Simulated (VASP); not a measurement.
Here is a VASP 6.6.1 calculation.

The input POSCAR:

```
Os
1.0
    2.7165266989      0.0000000000      0.0000000000
   -1.3582633495      2.3525811313      0.0000000000
    0.0000000000      0.0000000000      4.2551982664
Os
2
Direct
    0.6666666667      0.3333333333      0.7500000000
    0.3333333333      0.6666666667      0.2500000000
```

INCAR.step1

```
ALGO = Normal ; EDIFF = 1E-5
ENCUT = 520 ; GGA = PE
ISIF = 2 ; ISMEAR = -1
LASPH = T ; LCHARG = F
LREAL = F ; LWAVE = T
NBANDS = 15 ; NELM = 100
PREC = Accurate ; SIGMA = 0.05
```

INCAR.step2

```
AEXX = 0.25 ; ALGO = Normal
EDIFF = 1E-7 ; ENCUT = 520
GGA = PS ; ISIF = 2
ISMEAR = -1 ; ISTART = 1
LASPH = T ; LCHARG = F
LHFCALC = T ; LREAL = F
LWAVE = F ; NBANDS = 15
NELM = 100 ; PREC = Accurate
PRECFOCK = Normal ; SIGMA = 0.05
```

KPOINTS

```
k-points
0
Gamma
  6 6 3
```

Potentials or basis: VASP PAW PBE potentials, release 64 (Os).

The run is started by

```bash
$ cat potpaw_PBE.64/Os/POTCAR > POTCAR
$ cp INCAR.step1 INCAR
$ mpirun -np 1 vasp_std > vasp.out
$ cp INCAR.step2 INCAR
$ mpirun -np 1 vasp_std > vasp.out
```

Problem. Estimate the pressure.

Solution. 1.8 GPa.

Problem. Predict the band gap on the k mesh.

Solution. Zero (band 8 reaches 12.38 eV, above the bottom of band 9 at 6.98 eV).

Stress tensor (GPa, compression positive):
```
2.59 0.00 0.00
0.00 2.59 0.00
0.00 0.00 0.27
```

Caveat: the k points lie up to 0.49 Å⁻¹ apart; the PAW data sets were made with another functional, which shifts forces and pressure a little; spin-orbit coupling is left out, which moves the levels of the heavy elements.
